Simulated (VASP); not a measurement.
Wanted: the native input for a VASP 6.6.1 run.

* Task: relaxation of cell and atoms
* Functional: PBE
* Potentials or basis: VASP PAW PBE potentials, release 64 (Al, N)
* Cutoff: 600 eV
* k mesh: 12 × 12 × 7
* Occupations: fermi-dirac, width 0.1 eV
* Spin: no spin polarisation
* Target pressure: 51 GPa
* Dipole correction: no
* Further INCAR settings: ALGO = Normal; EDIFF = 1e-06; IBRION = 2; EDIFFG = -0.005; NSW = 60; ISIF = 3

The structure of AlN (NiAs type) lies in POSCAR:

```
AlN
1.0
    2.7851969848      0.0000000000      0.0000000000
   -1.3925984924      2.4120513434      0.0000000000
    0.0000000000      0.0000000000      4.3170553265
Al N
2 2
Direct
    0.0000000000      0.0000000000      0.0000000000
    0.0000000000      0.0000000000      0.5000000000
    0.3333333333      0.6666666667      0.2500000000
    0.6666666667      0.3333333333      0.7500000000
```

One way to write it, as run:

INCAR

```
SYSTEM = AlN
PREC = Accurate ; ENCUT = 600
EDIFF = 1E-6 ; ISMEAR = -1
SIGMA = 0.1 ; LREAL = .FALSE.
LASPH = .TRUE. ; NELM = 80
ALGO = Normal ; ISIF = 3
LWAVE = .FALSE. ; LCHARG = .FALSE.
GGA = PE ; IBRION = 2
NSW = 60 ; EDIFFG = -0.005
PSTRESS = 510.0
```

KPOINTS

```
regular mesh
0
G
  12 12 7
  0 0 0
```

Potentials or basis: VASP PAW PBE potentials, release 64 (Al, N).

Launch:

```sh
$ cat potpaw_PBE.64/Al/POTCAR potpaw_PBE.64/N/POTCAR > POTCAR
$ mpirun -np 1 vasp_std > vasp.out
```

Results of the run:

- Relaxed volume: 7.37 Å³/atom
- Relaxed cell: a = 2.703 Å, b = 2.703 Å, c = 4.658 Å, α = 90.00°, β = 90.00°, γ = 120.00°
- Space group after relaxing (to 0.1 Å): P6_3/mmc (No. 194)
- Energy change on relaxing (the run minimises the enthalpy): -226.9 meV/atom
- Ionic steps: 11
- Pressure after relaxing: 51.0 GPa
- Band gap on the k mesh: 5.51 eV (least direct gap 6.91 eV)

Caveat: the cell is relaxed towards a set pressure, so the run minimises the enthalpy, not the energy.

Run time: 2.9 min on 1 thread of Intel Xeon 8259CL, with other jobs on the host, peak memory 0.17 GiB.
